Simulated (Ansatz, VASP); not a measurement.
One calculation of Mo, two programs

```
Mo
1.0
    -1.57100    1.57100    1.57100
     1.57100   -1.57100    1.57100
     1.57100    1.57100   -1.57100
Mo
1
Direct
  0.00000 0.00000 0.00000
```

Alike in both runs: task single point; functional PBE; k mesh 16 × 16 × 16; occupations fermi-dirac, width 0.05 eV; non-collinear spin, spin-orbit coupling.

|  | VASP | Ansatz |
| --- | --- | --- |
| version | VASP 6.6.1 | Ansatz 0.2.0 |
| potentials or method | VASP PAW PBE potentials, release 64 (Mo_sv), cutoff 520 eV | all-electron LAPW |

```tsv
	VASP	Ansatz	Ansatz less VASP
pressure (GPa)	5.3	4.7	-0.56
```

Ansatz ran all-electron here, and VASP with PAW potentials.
